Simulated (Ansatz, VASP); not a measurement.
# InSb in VASP and in Ansatz

INCAR

```
SYSTEM = InSb
ALGO = Normal
EDIFF = 1E-7
ENCUT = 520
GGA = PS
ISIF = 2
ISMEAR = 0
LASPH = .TRUE.
LCHARG = .TRUE.
LELF = .TRUE.
LREAL = .FALSE.
LVHAR = .TRUE.
LWAVE = .FALSE.
NBANDS = 16
NELM = 60
PREC = Accurate
SIGMA = 0.05
```

The input KPOINTS:

```
k-points
0
G
  6 6 6
  0 0 0
```

Contents of POSCAR:

```
InSb
1.0
    0.0000000000      3.2171096645      3.2171096645
    3.2171096645      0.0000000000      3.2171096645
    3.2171096645      3.2171096645      0.0000000000
In Sb
1 1
Direct
    0.0000000000      0.0000000000      0.0000000000
    0.7500000000      0.7500000000      0.7500000000
```

Input for Ansatz:

```yaml
crystal:
  lattice:
    - [0.0, 3.2171096645, 3.2171096645]
    - [3.2171096645, 0.0, 3.2171096645]
    - [3.2171096645, 3.2171096645, 0.0]
  atoms:
    - { symbol: In, position: [0.0, 0.0, 0.0] }
    - { symbol: Sb, position: [0.75, 0.75, 0.75] }
basis:
  ecutwfc: 420
  ecutrho_ratio: 4
kpoints:
  mp_grid: { grid: [6, 6, 6] }
hamiltonian:
  xc: pbesol
scf:
  occupations: { method: gaussian, width: 0.05 }
output:
  forces: true
  stress: true
  eigenvalues: true
```

Alike in both runs: task single point; functional PBEsol; k mesh 6 × 6 × 6; occupations gaussian, width 0.05 eV; no spin polarisation.

|  | VASP | Ansatz |
| --- | --- | --- |
| version | VASP 6.6.1 | Ansatz 0.2.0 |
| potentials or method | VASP PAW PBE potentials, release 64 (In_d, Sb), cutoff 520 eV | scalar-relativistic, plane waves, PAW |
| valence electrons in the cell | 18 | 28 |

VASP gave:

- gap on the k mesh at the Fermi level (eV): none
- pressure (GPa): 2.0

Q: Which values does Ansatz return?

A: gap on the k mesh at the Fermi level (eV): none; pressure (GPa): 1.9.

VASP's potentials were made for PBE, not for PBEsol. A gap of «none» marks a metal or a gap that the smearing closes. VASP's potentials hold 18 valence electrons a cell and Ansatz's 28, so a difference there can come from the potentials and not from the codes.

Neither program's run includes spin-orbit coupling.
